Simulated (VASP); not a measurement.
# Ga (C2/c) in VASP: notebook

Runs on Ga. Level: PBE. Tasks: single point.

All numbers are computed with VASP 6.6.1; they aren't measurements. Logs are shortened: lines on timing, memory, paths and dates and some standing lists are left out, and cuts for length are marked.

### 1 The cell of the first run

The structure is monoclinic, space group C2/c (No. 15). Conventional cell: a = 2.766 Å, b = 8.053 Å, c = 3.332 Å, α = 90.00°, β = 92.02°, γ = 90.00°. Ga (site symmetry 2) has 10 Ga at 2.69 to 3.33 Å within 3.5 Å.

### 2 Single point, PBE

INCAR reads:

```
SYSTEM = Ga
ALGO = Fast
EDIFF = 1E-6
ENCUT = 520
GGA = PE
ISIF = 2
ISMEAR = 0
LASPH = .True.
LCHARG = .False.
LREAL = .False.
LWAVE = .False.
NBANDS = 20
NELM = 60
PREC = Accurate
SIGMA = 0.013000000000000001
```

KPOINTS reads:

```
k-points
0
Gamma
  10 10 8
  0 0 0
```

POSCAR reads:

```
Ga
1.0
    1.3830000000     -4.0265000000      0.0000000000
    1.3830000000      4.0265000000      0.0000000000
   -0.1174474948      0.0000000000      3.3299294416
Ga
2
Direct
    0.1310000000      0.8690000000      0.7500000000
    0.8690000000      0.1310000000      0.2500000000
```

Potentials or basis: VASP PAW PBE potentials, release 64 (Ga_d).

Run with:

```bash
$ cat potpaw_PBE.64/Ga_d/POTCAR > POTCAR
$ mpirun -np 1 vasp_std > vasp.out
```

OUTCAR:

```text
SYSTEM = Ga
   EDIFF = 1E-6
   ENCUT = 520
   GGA = PE
   ISIF = 2
   ISMEAR = 0
   LASPH = .True.
   LREAL = .False.
   NELM = 60
   PREC = Accurate

 ion  position               nearest neighbor table
   1  0.131  0.869  0.750-   2 2.69   2 2.69   2 2.86   2 2.86   2 2.92   2 2.92
   2  0.869  0.131  0.250-   1 2.69   1 2.69   1 2.86   1 2.86   1 2.92   1 2.92

  LATTYP: Found a base centered monoclinic cell.
 ALAT       =     2.7660000000
 B/A-ratio  =     2.9114244396
 C/A-ratio  =     1.2046276211
 COS(beta)  =    -0.0352483478

  Lattice vectors:

 A1 = (   1.3830000000,  -4.0265000000,   0.0000000000)
 A2 = (   1.3830000000,   4.0265000000,   0.0000000000)
 A3 = (  -0.1174474948,   0.0000000000,   3.3299294416)

Analysis of symmetry for initial positions (statically):
=====================================================================
 Subroutine PRICEL returns:
 Original cell was already a primitive cell.

 Routine SETGRP: Setting up the symmetry group for a
 base centered monoclinic supercell.

 Subroutine GETGRP returns: Found  4 space group operations
 (whereof  2 operations were pure point group operations)
 out of a pool of  4 trial point group operations.

The static configuration has the point symmetry S_2 .
 The point group associated with its full space group is C_2h.

Analysis of symmetry for dynamics (positions and initial velocities):
=====================================================================
 Subroutine PRICEL returns:
 Original cell was already a primitive cell.

 Routine SETGRP: Setting up the symmetry group for a
 base centered monoclinic supercell.

 Subroutine GETGRP returns: Found  4 space group operations
 (whereof  2 operations were pure point group operations)
 out of a pool of  4 trial point group operations.

The dynamic configuration has the point symmetry S_2 .
 The point group associated with its full space group is C_2h.

 Subroutine INISYM returns: Found  4 space group operations
 (whereof  2 operations are pure point group operations),
 and found     1 'primitive' translations

----------------------------------------------------------------------------------------

                                     Primitive cell

  volume of cell :      37.0864

  direct lattice vectors                    reciprocal lattice vectors
     1.383000000 -4.026500000  0.000000000     0.361532899 -0.124177325  0.012751361
     1.383000000  4.026500000  0.000000000     0.361532899  0.124177325  0.012751361
    -0.117447495  0.000000000  3.329929442     0.000000000  0.000000000  0.300306663

  length of vectors
     4.257392541  4.257392541  3.332000000     0.382476983  0.382476983  0.300306663

  position of ions in fractional coordinates (direct lattice)
     0.131000000  0.869000000  0.750000000
     0.869000000  0.131000000  0.250000000

  ion indices of the primitive-cell ions
   primitive index   ion index
                 1           1
                 2           2

----------------------------------------------------------------------------------------

 KPOINTS: k-points

Automatic generation of k-mesh.
 Grid dimensions read from file:
 generate k-points for:   10   10    8

 Generating k-lattice:

  Cartesian coordinates                     Fractional coordinates (reciprocal lattice)
     0.036153290 -0.012417733  0.001275136     0.100000000  0.000000000 -0.000000000
     0.036153290  0.012417733  0.001275136     0.000000000  0.100000000 -0.000000000
     0.000000000  0.000000000  0.037538333     0.000000000  0.000000000  0.125000000

  Length of vectors
     0.038247698  0.038247698  0.037538333

  Shift w.r.t. Gamma in fractional coordinates (k-lattice)
     0.000000000  0.000000000  0.000000000

 Subroutine IBZKPT returns following result:
 ===========================================

 Found    227 irreducible k-points:

 Following reciprocal coordinates:
            Coordinates               Weight
  0.000000  0.000000  0.000000      1.000000
  0.100000 -0.000000  0.000000      4.000000
  0.200000 -0.000000  0.000000      4.000000
  0.300000 -0.000000  0.000000      4.000000
  0.400000 -0.000000  0.000000      4.000000
  0.500000 -0.000000  0.000000      2.000000
[... 16 lines left out ...]
  0.300000  0.300000  0.000000      2.000000
  0.400000  0.300000  0.000000      4.000000
 [... further k-points ...]
   k-points           NKPTS =    227   k-points in BZ     NKDIM =    227   number of bands    NBANDS=     20
   number of dos      NEDOS =    301   number of ions     NIONS =      2
   total plane-waves  NPLWV =  28672
   dimension x,y,z NGX =    32 NGY =   32 NGZ =   28
   dimension x,y,z NGXF=    64 NGYF=   64 NGZF=   56
   ions per type =               2
   NGX,Y,Z   is equivalent  to a cutoff of  12.50, 12.50, 13.97 a.u.
   NGXF,Y,Z  is equivalent  to a cutoff of  24.99, 24.99, 27.94 a.u.
 SYSTEM =  Ga
   PREC   = accura    normal or accurate (medium, high low for compatibility)
   ISTART =      0    job   : 0-new  1-cont  2-samecut
   ICHARG =      2    charge: 1-file 2-atom 10-const
   ISPIN  =      1    spin polarized calculation?
   LNONCOLLINEAR =      F non collinear calculations
   LSORBIT =      F    spin-orbit coupling
   LASPH  =      T    aspherical Exc in radial PAW
   ENCUT  =  520.0 eV  38.22 Ry    6.18 a.u.   7.92  7.92  6.20*2*pi/ulx,y,z
   NELM   =     60;   NELMIN=  2; NELMDL= -5     # of ELM steps
   EDIFF  = 0.1E-05   stopping-criterion for ELM
   LREAL  =      F    real-space projection
   EDIFFG = 0.1E-04   stopping-criterion for IOM
   NSW    =      0    number of steps for IOM
   IBRION =     -1    ionic relax: 0-MD 1-quasi-New 2-CG
   NFREE  =      0    steps in history (QN), initial steepest desc. (CG)
   ISIF   =      2    stress and relaxation
   ISYM   =      2    0-nonsym 1-usesym 2-fastsym
   POTIM  = 0.5000    time-step for ionic-motion
   TEBEG  =    0.0;   TEEND  =   0.0 temperature during run
   PSTRESS=    0.0 pullay stress
   NELECT =      26.0000    total number of electrons
   NUPDOWN=      -1.0000    fix difference up-down
   EMIN   =  10.00;   EMAX   =-10.00  energy-range for DOS
   EFERMI =   0.00;   METHOD = LEGACY
   ISMEAR =     0;   SIGMA  =   0.01  broadening in eV -4-tet -1-fermi 0-gaus
   EFERMI_NEDOS =   21; number of points for ismear=-14 and -15
   IALGO  =     68    algorithm
   IMIX   =      4    mixing-type and parameters
     AMIX     =   0.40;   BMIX     =  1.00
     AMIX_MAG =   1.60;   BMIX_MAG =  1.00
  volume/ion in A,a.u.               =      18.54       125.14
  Fermi-wavevector in a.u.,A,eV,Ry     =   1.454323  2.748273 28.777089  2.115056
  Thomas-Fermi vector in A             =   2.571487
   LORBIT       =      0    0 simple, 1 ext, 2 COOP (PROOUT), +10 PAW based schemes
   GGA     = PE    functional components
   LHFCALC =     F    Hartree Fock is set to
   AEXX    =    0.0000 exact exchange contribution
   IVDW    =     0    specifies the selected vdW correction
   LEPSILON=     F    determine dielectric tensor
   LRPA    =     F    only Hartree local field effects (RPA)
 non-spin polarized calculation
 RMM-DIIS sequential band-by-band and
 Gauss-broadening in eV      SIGMA  =   0.01
  energy-cutoff  :      520.00
  volume of cell :       37.09
 maximum number of plane-waves:      1014
   NGX = 15   NGY = 15   NGZ = 13

 number of electron      26.0000006 magnetization

 Free energy of the ion-electron system (eV)
  ---------------------------------------------------
  ext. energy  EPLUGINS =         0.00000000
  ---------------------------------------------------
  free energy    TOTEN  =        -5.76967763 eV

  energy without entropy =       -5.76959653  energy(sigma->0) =       -5.76963708

 E-fermi :   5.6547     XC(G=0): -11.0586

 val. band max:        5.6514640755   @ k =  -0.2000   0.3000   0.3750
 cond. band min:       5.6632798449   @ k =   0.5000  -0.0000   0.0000
 fundamental gap:      0.0118157694
 Fermi energy:         5.6546690708

 k-point     1 :       0.0000    0.0000    0.0000
  band No.  band energies     occupation
      1      -9.5071      2.00000
      2      -9.4976      2.00000
      3      -9.4613      2.00000
      4      -9.4374      2.00000
      5      -9.1639      2.00000
      6      -9.1628      2.00000
[... 12 lines left out ...]
     19      16.3795      0.00000
     20      18.7573      0.00000

 k-point     2 :       0.1000   -0.0000    0.0000
  band No.  band energies     occupation
      1      -9.4991      2.00000
      2      -9.4815      2.00000
      3      -9.4398      2.00000
      4      -9.3992      2.00000
      5      -9.1825      2.00000
      6      -9.1805      2.00000
[... 12 lines left out ...]
     19      16.7421      0.00000
     20      19.6296      0.00000

 k-point     3 :       0.2000   -0.0000    0.0000
  band No.  band energies     occupation
      1      -9.4787      2.00000
      2      -9.4475      2.00000
      3      -9.3833      2.00000
      4      -9.3090      2.00000
      5      -9.2309      2.00000
      6      -9.2211      2.00000
[... 12 lines left out ...]
     19      16.9365      0.00000
     20      20.6929      0.00000

 k-point     4 :       0.3000   -0.0000    0.0000
  band No.  band energies     occupation
      1      -9.4556      2.00000
      2      -9.4140      2.00000
      3      -9.3365      2.00000
      4      -9.3119      2.00000
      5      -9.2921      2.00000
      6      -9.2008      2.00000
[... 12 lines left out ...]
     19      17.1763      0.00000
     20      19.2766      0.00000

 k-point     5 :       0.4000   -0.0000    0.0000
  band No.  band energies     occupation
      1      -9.4395      2.00000
      2      -9.4128      2.00000
      3      -9.3492      2.00000
      4      -9.3367      2.00000
      5      -9.3164      2.00000
      6      -9.2123      2.00000
[... 12 lines left out ...]
     19      16.4203      0.00000
     20      17.9493      0.00000

 k-point     6 :       0.5000   -0.0000    0.0000
  band No.  band energies     occupation
      1      -9.4331      2.00000
      2      -9.4255      2.00000
      3      -9.3689      2.00000
      4      -9.3272      2.00000
      5      -9.3248      2.00000
      6      -9.2131      2.00000
[... 12 lines left out ...]
     19      16.4656      0.00000
     20      17.0356      0.00000

 k-point     7 :       0.1000    0.1000    0.0000
  band No.  band energies     occupation
      1      -9.4880      2.00000
      2      -9.4544      2.00000
      3      -9.3687      2.00000
      4      -9.3229      2.00000
      5      -9.2161      2.00000
      6      -9.2083      2.00000
[... 12 lines left out ...]
     19      17.4128      0.00000
     20      19.8452      0.00000
[... 277 lines left out ...]
 k-point    20 :      -0.4000    0.2000    0.0000
  band No.  band energies     occupation
      1      -9.4364      2.00000
      2      -9.4134      2.00000
      3      -9.3849      2.00000
      4      -9.2869      2.00000
      5      -9.2624      2.00000
      6      -9.2370      2.00000
[... 12 lines left out ...]
     19      15.1745      0.00000
     20      20.0830      0.00000

 k-point    21 :      -0.3000    0.2000    0.0000
  band No.  band energies     occupation
      1      -9.5050      2.00000
      2      -9.4389      2.00000
      3      -9.4217      2.00000
      4      -9.3386      2.00000
      5      -9.2329      2.00000
      6      -9.2123      2.00000
[... 12 lines left out ...]
     19      16.3988      0.00000
     20      19.9533      0.00000

 k-point    22 :      -0.2000    0.2000    0.0000
  band No.  band energies     occupation
      1      -9.5258      2.00000
      2      -9.4643      2.00000
      3      -9.4479      2.00000
      4      -9.3839      2.00000
      5      -9.2073      2.00000
      6      -9.1871      2.00000
[... 12 lines left out ...]
     19      17.4751      0.00000
     20      17.9468      0.00000

 k-point    23 :       0.3000    0.3000    0.0000
  band No.  band energies     occupation
      1      -9.4361      2.00000
      2      -9.4232      2.00000
      3      -9.3408      2.00000
      4      -9.2928      2.00000
      5      -9.2518      2.00000
      6      -9.2323      2.00000
[... 12 lines left out ...]
     19      15.2490      0.00000
     20      16.9046      0.00000

 k-point    24 :       0.4000    0.3000    0.0000
  band No.  band energies     occupation
      1      -9.4044      2.00000
      2      -9.4012      2.00000
      3      -9.3278      2.00000
      4      -9.2945      2.00000
      5      -9.2704      2.00000
      6      -9.2231      2.00000
[... 12 lines left out ...]
     19      15.2872      0.00000
     20      17.4875      0.00000

 [... further k-points ...]

------------------------ aborting loop because EDIFF is reached ----------------------------------------

  FORCE on cell =-STRESS in cart. coord.  units (eV):
  Direction    XX          YY          ZZ          XY          YZ          ZX
  --------------------------------------------------------------------------------------
  -------------------------------------------------------------------------------------
  Total        0.5973060      0.4174276      0.0879538      0.0000000      0.0000000      0.1048490
  in kB       25.8043293     18.0333659      3.7997073      0.0000000      0.0000000      4.5296031
  external PRESSURE =      15.8791342 kB  Pullay stress =       0.0000000 kB

 VOLUME and BASIS-vectors are now :
 -----------------------------------------------------------------------------
  energy-cutoff  :      520.00
  volume of cell :       37.09
      direct lattice vectors                 reciprocal lattice vectors
     1.383000000 -4.026500000  0.000000000     0.361532899 -0.124177325  0.012751361
     1.383000000  4.026500000  0.000000000     0.361532899  0.124177325  0.012751361
    -0.117447495  0.000000000  3.329929442     0.000000000  0.000000000  0.300306663

 POSITION                                       TOTAL-FORCE (eV/Angst)
 -----------------------------------------------------------------------------------
      1.29491      2.97156      2.49745        -0.000000     -0.219356      0.000000
      1.35364     -2.97156      0.83248         0.000000      0.219356     -0.000000
 -----------------------------------------------------------------------------------
    total drift:                                0.000000      0.000000     -0.000000

  FREE ENERGIE OF THE ION-ELECTRON SYSTEM (eV)
  ---------------------------------------------------
  free  energy   TOTEN  =        -5.7696776252 eV

  energy  without entropy=       -5.7695965314  energy(sigma->0) =       -5.76963708
```

It took 2.9 min on 1 thread of Intel Xeon Platinum 8488C (Sapphire Rapids), shared host; peak memory 0.26 GiB.

Results:

```yaml
Free_energy: -5.7697 eV
Pressure: 1.6 GPa
Largest_force: 0.219 eV/Å
Band_gap_on_the_k_mesh: zero (bands 13 and 14 overlap by 8.39 eV)
```

Forces in eV/Å, atoms in the order of the input:
```
Ga   0.000 -0.219  0.000
Ga   0.000  0.219  0.000
```

Stress tensor (GPa, compression positive):
```
2.58 0.00 0.45
0.00 1.80 0.00
0.45 0.00 0.38
```

Levels at points of the mesh, in eV from the Fermi level:
| k point | band 11 | band 12 | band 13 | band 14 | band 15 | band 16 |
| --- | --- | --- | --- | --- | --- | --- |
| (0.00, 0.00, 0.00) | -11.23 | -2.09 | -1.62 | 1.64 | 5.44 | 9.70 |
| (0.50, 0.00, 0.00) | -6.05 | -5.02 | -1.34 | 0.01 | 5.78 | 6.59 |
| (0.50, 0.50, 0.00) | -9.10 | -8.60 | 4.00 | 4.58 | 5.82 | 6.04 |
| (0.00, 0.00, 0.50) | -7.78 | -7.78 | 1.70 | 1.70 | 2.45 | 2.45 |
| (0.50, 0.00, 0.50) | -2.87 | -2.85 | -1.64 | -1.50 | 1.75 | 2.30 |
| (0.50, 0.50, 0.50) | -6.01 | -6.01 | -4.39 | -4.39 | 10.86 | 10.86 |

### 3 Single point, PBE

INCAR reads:

```
SYSTEM = Ga
ALGO = Fast ; EDIFF = 1E-6
ENCUT = 520 ; GGA = PE
ISIF = 2 ; ISMEAR = 0
LASPH = .TRUE. ; LCHARG = .TRUE.
LELF = .TRUE. ; LREAL = .FALSE.
LVHAR = .TRUE. ; LWAVE = .FALSE.
NBANDS = 20 ; NELM = 60
PREC = Accurate ; SIGMA = 0.015
```

KPOINTS reads:

```
k-points
0
G
  10 10 8
  0 0 0
```

POSCAR is that of step 2.

Potentials or basis: VASP PAW PBE potentials, release 64 (Ga_d).

Run with:

```bash
$ cat potpaw_PBE.64/Ga_d/POTCAR > POTCAR
$ mpirun -np 1 vasp_std > vasp.out
```

OUTCAR:

```text
SYSTEM = Ga
   EDIFF = 1E-6
   ENCUT = 520
   GGA = PE
   ISIF = 2
   ISMEAR = 0
   LASPH = .TRUE.
   LREAL = .FALSE.
   NELM = 60
   PREC = Accurate

 ion  position               nearest neighbor table
   1  0.131  0.869  0.750-   2 2.69   2 2.69   2 2.86   2 2.86   2 2.92   2 2.92
   2  0.869  0.131  0.250-   1 2.69   1 2.69   1 2.86   1 2.86   1 2.92   1 2.92

  LATTYP: Found a base centered monoclinic cell.
 ALAT       =     2.7660000000
 B/A-ratio  =     2.9114244396
 C/A-ratio  =     1.2046276211
 COS(beta)  =    -0.0352483478
[... 746 lines left out ...]

  FORCE on cell =-STRESS in cart. coord.  units (eV):
  Direction    XX          YY          ZZ          XY          YZ          ZX
  --------------------------------------------------------------------------------------
  -------------------------------------------------------------------------------------
  Total        0.5989964      0.4168299      0.0864612      0.0000000      0.0000000      0.1060856
  in kB       25.8773535     18.0075449      3.7352244      0.0000000      0.0000000      4.5830225
  external PRESSURE =      15.8733743 kB  Pullay stress =       0.0000000 kB

 VOLUME and BASIS-vectors are now :
 -----------------------------------------------------------------------------
  energy-cutoff  :      520.00
  volume of cell :       37.09
      direct lattice vectors                 reciprocal lattice vectors
     1.383000000 -4.026500000  0.000000000     0.361532899 -0.124177325  0.012751361
     1.383000000  4.026500000  0.000000000     0.361532899  0.124177325  0.012751361
    -0.117447495  0.000000000  3.329929442     0.000000000  0.000000000  0.300306663

 POSITION                                       TOTAL-FORCE (eV/Angst)
 -----------------------------------------------------------------------------------
      1.29491      2.97156      2.49745        -0.000000     -0.218932      0.000000
      1.35364     -2.97156      0.83248         0.000000      0.218932     -0.000000
 -----------------------------------------------------------------------------------
    total drift:                                0.000000      0.000000     -0.000000

  FREE ENERGIE OF THE ION-ELECTRON SYSTEM (eV)
  ---------------------------------------------------
  free  energy   TOTEN  =        -5.7696912101 eV

  energy  without entropy=       -5.7695811105  energy(sigma->0) =       -5.76963616
```

OSZICAR:

```text
N       E                     dE             d eps       ncg     rms          rms(c)
DAV:   1     0.132338186687E+03    0.13234E+03   -0.13272E+04  9532   0.247E+03
DAV:   2     0.561111363140E+01   -0.12673E+03   -0.12366E+03  9364   0.388E+02
DAV:   3    -0.565238352472E+01   -0.11263E+02   -0.11206E+02 10280   0.944E+01
DAV:   4    -0.581984701784E+01   -0.16746E+00   -0.16737E+00 10316   0.126E+01
DAV:   5    -0.582268500767E+01   -0.28380E-02   -0.28378E-02 10516   0.162E+00    0.142E+00
RMM:   6    -0.577828384823E+01    0.44401E-01   -0.80298E-02 12370   0.340E+00    0.742E-01
RMM:   7    -0.577050986439E+01    0.77740E-02   -0.25829E-02 12919   0.153E+00    0.202E-01
RMM:   8    -0.576963126892E+01    0.87860E-03   -0.24851E-03 13050   0.564E-01    0.235E-02
RMM:   9    -0.576968351129E+01   -0.52242E-04   -0.52483E-04 15056   0.244E-01    0.131E-02
RMM:  10    -0.576968954946E+01   -0.60382E-05   -0.83906E-05 13411   0.978E-02    0.419E-03
RMM:  11    -0.576969109624E+01   -0.15468E-05   -0.22508E-05 12234   0.449E-02    0.194E-03
RMM:  12    -0.576969121013E+01   -0.11389E-06   -0.39720E-06  7897   0.188E-02
   1 F= -.57696912E+01 E0= -.57696362E+01  d E =-.110100E-03
```

Wall time 2.8 min (1 thread of Intel Xeon Platinum 8488C (Sapphire Rapids), shared host); peak memory 0.26 GiB.

What came out:

- Free energy: -5.7697 eV
- Pressure: 1.6 GPa
- Largest force: 0.219 eV/Å
- Band gap on the k mesh: zero (bands 13 and 14 overlap by 8.39 eV)

Forces on the atoms (eV/Å):
```
Ga   0.000 -0.219  0.000
Ga   0.000  0.219  0.000
```

Stress tensor (GPa, compression positive):
```
2.59 0.00 0.46
0.00 1.80 0.00
0.46 0.00 0.37
```

Levels at points of the mesh, in eV from the Fermi level:
| k point | band 11 | band 12 | band 13 | band 14 | band 15 | band 16 |
| --- | --- | --- | --- | --- | --- | --- |
| (0.00, 0.00, 0.00) | -11.23 | -2.09 | -1.62 | 1.64 | 5.44 | 9.70 |
| (0.50, 0.00, 0.00) | -6.05 | -5.02 | -1.34 | 0.01 | 5.78 | 6.59 |
| (0.50, 0.50, 0.00) | -9.10 | -8.60 | 4.00 | 4.58 | 5.82 | 6.04 |
| (0.00, 0.00, 0.50) | -7.78 | -7.78 | 1.70 | 1.70 | 2.45 | 2.45 |
| (0.50, 0.00, 0.50) | -2.87 | -2.85 | -1.64 | -1.50 | 1.75 | 2.30 |
| (0.50, 0.50, 0.50) | -6.01 | -6.01 | -4.39 | -4.39 | 10.86 | 10.86 |

[end of part 1 of 2]
